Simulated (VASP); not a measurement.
Here is a VASP 6.6.1 calculation.

The input INCAR:

```
SYSTEM = SnO
PREC = Accurate
ENCUT = 600
EDIFF = 1E-7
ISMEAR = 0
SIGMA = 0.05
LREAL = .False.
LASPH = .True.
NELM = 60
ALGO = Normal
ISIF = 3
LWAVE = .False.
LCHARG = .False.
GGA = PE
IVDW = 12
IBRION = 2
NSW = 80
EDIFFG = -0.01
```

File KPOINTS:

```
regular mesh
0
Gamma
  10 10 8
  0 0 0
```

POSCAR

```
SnO
1.0
    3.7986000000      0.0000000000      0.0000000000
    0.0000000000      3.7986000000      0.0000000000
    0.0000000000      0.0000000000      4.8408000000
Sn O
2 2
Direct
    0.5000000000      0.0000000000      0.2369000000
    0.0000000000      0.5000000000      0.7631000000
    0.0000000000      0.0000000000      0.0000000000
    0.5000000000      0.5000000000      0.0000000000
```

Potentials or basis: VASP PAW PBE potentials, release 64 (Sn_d, O).

The run is started by

```console
$ cat potpaw_PBE.64/Sn_d/POTCAR potpaw_PBE.64/O/POTCAR > POTCAR
$ mpirun -np 1 vasp_std > vasp.out
```

What does it give for the relaxed volume?

17.43 Å³/atom.

What does it give for the relaxed cell?

a = 3.837 Å, b = 3.837 Å, c = 4.735 Å, α = 90.00°, β = 90.00°, γ = 90.00°.

Final structure:
```
CELL_PARAMETERS angstrom
3.83692 0.00000 0.00000
0.00000 3.83692 0.00000
0.00000 0.00000 4.73549
ATOMIC_POSITIONS crystal
Sn 0.50000 0.00000 0.24532
Sn 0.00000 0.50000 0.75468
O 0.00000 0.00000 0.00000
O 0.50000 0.50000 0.00000
```
